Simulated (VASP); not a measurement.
# Hf3ZrS8 (P-3m1) in VASP: notebook, part 3 of 3

VASP 6.6.1.

## Step 4: Relaxation of cell and atoms, PBE

File INCAR:

```
  PREC = Accurate
  ENCUT = 600
  EDIFF = 1E-7
  ISMEAR = 0
  SIGMA = 0.1
  LREAL = F
  LASPH = T
  NELM = 60
  ALGO = Normal
  ISIF = 3
  LWAVE = F
  LCHARG = F
  GGA = PE
  IBRION = 2
  NSW = 90
  EDIFFG = -0.04
```

File KPOINTS:

```
Automatic mesh
0
Gamma
  3 3 4
```

File POSCAR:

```
Hf3ZrS8
1.0
    7.1622972400      0.0000000000      0.0000000000
   -3.5811486200      6.2027313600      0.0000000000
    0.0000000000      0.0000000000      5.9582060700
Zr Hf S
1 3 8
Direct
    0.0000000000      0.0000000000      0.0000000000
    0.0000000000      0.5000000000      0.0000000000
    0.5000000000      0.0000000000      0.0000000000
    0.5000000000      0.5000000000      0.0000000000
    0.3333333300      0.1666666700      0.7639520800
    0.3333333300      0.6666666700      0.7639520800
    0.8333333300      0.1666666700      0.7639520800
    0.8333333300      0.6666666700      0.7639520800
    0.1666666700      0.3333333300      0.2360479200
    0.1666666700      0.8333333300      0.2360479200
    0.6666666700      0.3333333300      0.2360479200
    0.6666666700      0.8333333300      0.2360479200
```

Potentials or basis: VASP PAW PBE potentials, release 64 (Zr_sv, Hf_pv, S).

Command:

```
cat potpaw_PBE.64/Zr_sv/POTCAR potpaw_PBE.64/Hf_pv/POTCAR potpaw_PBE.64/S/POTCAR > POTCAR
mpirun -np 1 vasp_std > vasp.out
```

OUTCAR:

```text
PREC = Accurate
   ENCUT = 600
   EDIFF = 1E-7
   ISMEAR = 0
   LREAL = F
   LASPH = T
   NELM = 60
   ISIF = 3
   GGA = PE
   IBRION = 2
   NSW = 90
   EDIFFG = -0.04

 ion  position               nearest neighbor table
   1  0.000  0.000  0.000-   5 2.50  12 2.50   9 2.50   8 2.50  10 2.50   7 2.50   3 3.58   3 3.58
                             4 3.58   2 3.58   2 3.58   4 3.58
   2  0.000  0.500  0.000-   6 2.50  11 2.50  10 2.50   7 2.50   8 2.50   9 2.50   4 3.58   4 3.58
                             1 3.58   1 3.58   3 3.58   3 3.58
   3  0.500  0.000  0.000-   7 2.50  10 2.50   6 2.50  11 2.50   5 2.50  12 2.50   1 3.58   1 3.58
                             4 3.58   4 3.58   2 3.58   2 3.58
   4  0.500  0.500  0.000-   8 2.50   9 2.50   5 2.50  12 2.50  11 2.50   6 2.50   2 3.58   2 3.58
                             3 3.58   3 3.58   1 3.58   1 3.58
   5  0.333  0.167  0.764-   1 2.50   4 2.50   3 2.50
   6  0.333  0.667  0.764-   2 2.50   3 2.50   4 2.50
   7  0.833  0.167  0.764-   3 2.50   2 2.50   1 2.50
[... 913 lines left out ...]

 number of electron      89.9999993 magnetization

------------------------ aborting loop because EDIFF is reached ----------------------------------------
[... 87 lines left out ...]
--------------------------------------- Ionic step       18  -------------------------------------------

 number of electron      89.9999996 magnetization

 Free energy of the ion-electron system (eV)
  ---------------------------------------------------
  ext. energy  EPLUGINS =         0.00000000
  ---------------------------------------------------
  free energy    TOTEN  =       -90.18586098 eV

  energy without entropy =      -90.18586098  energy(sigma->0) =      -90.18586098

 E-fermi :   2.7765     XC(G=0):  -8.8180

 val. band max:        2.2767603213   @ k =   0.0000   0.0000   0.0000
 cond. band min:       3.4556774376   @ k =   0.0000   0.0000   0.5000
 fundamental gap:      1.1789171163
 Fermi energy:         2.7764922152

 k-point     1 :       0.0000    0.0000    0.0000
  band No.  band energies     occupation
      1     -46.6856      2.00000
      2     -28.4501      2.00000
      3     -28.3989      2.00000
      4     -28.3989      2.00000
      5     -28.3777      2.00000
      6     -28.3523      2.00000
[... 598 lines left out ...]
  FREE ENERGIE OF THE ION-ELECTRON SYSTEM (eV)
  ---------------------------------------------------
  free  energy   TOTEN  =       -90.1858609775 eV

  energy  without entropy=      -90.1858609775  energy(sigma->0) =      -90.18586098

 reached required accuracy - stopping structural energy minimisation
```

OSZICAR:

```text
N       E                     dE             d eps       ncg     rms          rms(c)
DAV:   1     0.656938471549E+03    0.65694E+03   -0.48189E+04  1080   0.170E+03
DAV:   2    -0.369512680826E+02   -0.69389E+03   -0.67595E+03  1316   0.374E+02
DAV:   3    -0.942810456129E+02   -0.57330E+02   -0.56549E+02  1456   0.865E+01
[... 229 lines left out ...]
DAV:   7    -0.901858586102E+02   -0.23544E-04   -0.56279E-05  1648   0.260E-02    0.141E-02
DAV:   8    -0.901858606152E+02   -0.20050E-05   -0.35045E-06  1444   0.721E-03    0.955E-03
DAV:   9    -0.901858610199E+02   -0.40468E-06   -0.11871E-06  1248   0.408E-03    0.269E-03
DAV:  10    -0.901858608799E+02    0.13996E-06   -0.11466E-07   756   0.149E-03    0.149E-03
DAV:  11    -0.901858609775E+02   -0.97602E-07   -0.64209E-08   728   0.109E-03
  18 F= -.90185861E+02 E0= -.90185861E+02  d E =-.567349E-02
```

CONTCAR:

```text
Hf3ZrS8
   1.00000000000000
     7.3170008002563218    0.0000000000000000   -0.0000000000000000
    -3.6585004001281609    6.3367085732839001    0.0000000000000000
    -0.0000000000000000   -0.0000000000000000    6.6230927262020947
  Zr              Hf              S
     1     3     8
Direct
     0.0000000000000000    0.0000000000000000    0.0000000000000000
     0.0000000000000000    0.5000000000000000    0.0000000000000000
     0.5000000000000000    0.0000000000000000    0.0000000000000000
     0.5000000000000000    0.5000000000000000    0.0000000000000000
     0.3362738336463350    0.1681369218231673    0.7819592088860327
     0.3333333300000021    0.6666666699999979    0.7827794553515345
     0.8318630781768385    0.1681369218231673    0.7819592088860327
     0.8318630781768330    0.6637261663536589    0.7819592088860327
     0.1681369218231673    0.3362738336463408    0.2180407911139675
     0.1681369218231615    0.8318630781768330    0.2180407911139675
     0.6666666699999979    0.3333333300000021    0.2172205446484656
     0.6637261663536649    0.8318630781768330    0.2180407911139675

  0.00000000E+00  0.00000000E+00  0.00000000E+00
  0.00000000E+00  0.00000000E+00  0.00000000E+00
  0.00000000E+00  0.00000000E+00  0.00000000E+00
  0.00000000E+00  0.00000000E+00  0.00000000E+00
  0.00000000E+00  0.00000000E+00  0.00000000E+00
  0.00000000E+00  0.00000000E+00  0.00000000E+00
  0.00000000E+00  0.00000000E+00  0.00000000E+00
  0.00000000E+00  0.00000000E+00  0.00000000E+00
  0.00000000E+00  0.00000000E+00  0.00000000E+00
  0.00000000E+00  0.00000000E+00  0.00000000E+00
  0.00000000E+00  0.00000000E+00  0.00000000E+00
  0.00000000E+00  0.00000000E+00  0.00000000E+00
```

Run time: 43 min. Hardware: 1 thread of AMD EPYC 7R43 (Zen 3), shared host; peak memory 0.53 GiB.

Results:

* Free energy: -90.1859 eV
* Relaxed volume: 25.59 Å³/atom
* Relaxed cell: a = 7.317 Å, b = 7.317 Å, c = 6.623 Å, α = 90.00°, β = 90.00°, γ = 120.00°
* Space group after relaxing (to 0.05 Å): P-3m1 (No. 164)
* Energy gained by relaxing: 39.3 meV/atom
* Ionic steps: 18
* Pressure after relaxing: 0.0 GPa
* Largest force after relaxing: 0.020 eV/Å
* Band gap on the k mesh: 1.18 eV, indirect (least direct gap 1.21 eV)

Forces on the atoms (eV/Å):
```
Zr   0.000  0.000  0.000
Hf   0.000  0.000  0.000
Hf   0.000  0.000  0.000
Hf   0.000  0.000  0.000
S   -0.017 -0.010  0.005
S    0.000  0.000 -0.005
S    0.017 -0.010  0.005
S    0.000  0.020  0.005
S    0.000 -0.020 -0.005
S   -0.017  0.010 -0.005
S    0.000  0.000  0.005
S    0.017  0.010 -0.005
```

Step by step:
| step | energy change (eV) | largest force (eV/Å) | pressure (GPa) | volume (Å³) |
| --- | --- | --- | --- | --- |
| 1 | 0.0000 | 0.9030 | 7.29 | 264.70 |
| 2 | 0.3382 | 1.2355 | -7.43 | 305.04 |
| 3 | -0.4010 | 0.1834 | -0.04 | 280.82 |
| 4 | -0.4012 | 0.1735 | 0.09 | 280.48 |
| 5 | -0.4011 | 0.1657 | 0.22 | 280.15 |
| 6 | -0.4098 | 0.1046 | 0.22 | 280.91 |
| 7 | -0.4178 | 0.1105 | 0.23 | 282.60 |
| 8 | -0.4252 | 0.1306 | -0.12 | 284.94 |
| 9 | -0.4308 | 0.1962 | -0.87 | 290.21 |
| 10 | -0.4324 | 0.1912 | -0.85 | 290.48 |
| 11 | -0.4369 | 0.1795 | -0.80 | 291.30 |
| 12 | -0.4450 | 0.1759 | -0.69 | 292.93 |
| 13 | -0.4570 | 0.1675 | -0.46 | 296.18 |
| 14 | -0.4665 | 0.1444 | 0.07 | 302.65 |
| 15 | -0.4680 | 0.1230 | 0.05 | 303.30 |
| 16 | -0.4712 | 0.0582 | 0.01 | 305.26 |
| 17 | -0.4709 | 0.0755 | -0.05 | 309.20 |
| 18 | -0.4721 | 0.0204 | -0.01 | 307.08 |

Final structure:
```xyz
12
Lattice="7.3170 0.0000 0.0000 -3.6585 6.3367 0.0000 0.0000 0.0000 6.6231" Properties=species:S:1:pos:R:3 pbc="T T T"
Zr    0.0000    0.0000    0.0000
Hf   -1.8293    3.1684    0.0000
Hf    3.6585    0.0000    0.0000
Hf    1.8293    3.1684    0.0000
S     1.8454    1.0654    5.1790
S     0.0000    4.2245    5.1844
S     5.4716    1.0654    5.1790
S     3.6585    4.2058    5.1790
S     0.0000    2.1309    1.4441
S    -1.8131    5.2713    1.4441
S     3.6585    2.1122    1.4387
S     1.8131    5.2713    1.4441
```

Levels at points of the mesh, in eV from the valence-band top:
```csv
k point,band 42,band 43,band 44,band 45,band 46,band 47,band 48,band 49
"(0.00, 0.00, 0.00)",-1.04,-0.37,0.00,0.00,1.28,1.28,1.37,1.98
"(0.00, 0.00, 0.50)",-0.96,-0.96,-0.03,-0.03,1.18,1.18,1.25,1.97
```

Caveat: the volume moved by over 15 % at a fixed basis, so the end points are rough; spin-orbit coupling is left out, which moves the levels of the heavy elements; this functional lacks dispersion, which binds the layers, so the pressure and a relaxed spacing across them are unreliable. A k mesh can miss the band edges.

## Step 5: Summary

```csv
task,cell,cutoff (eV),gap on the mesh (eV),pressure (GPa),largest force (eV/Å)
single point,"a = 7.162, b = 7.162, c = 5.958 Å, angles 90.0, 90.0, 120.0°, 12 atoms",520,1.08,7.3,0.90
single point,"a = 7.326, b = 7.326, c = 6.588 Å, angles 90.0, 90.0, 120.0°, 12 atoms",520,1.18,-0.3,0.06
relaxation of cell and atoms,"relaxed from a = 7.162, b = 7.162, c = 5.958 Å, angles 90.0, 90.0, 120.0°, 12 atoms",600,1.18,0.0,0.02
```

Alike in all rows: level PBE; potentials or basis VASP PAW PBE potentials, release 64 (Zr_sv, Hf_pv, S); no spin polarisation; k mesh 3 × 3 × 4; smearing gaussian 0.1 eV.

Caveats: spin-orbit coupling is left out, which moves the levels of the heavy elements; this functional lacks dispersion, which binds the layers, so the pressure and a relaxed spacing across them are unreliable; the volume moved by over 15 % at a fixed basis, so the end points are rough (some runs).

Absolute energies hang on the potentials; compare differences alone.
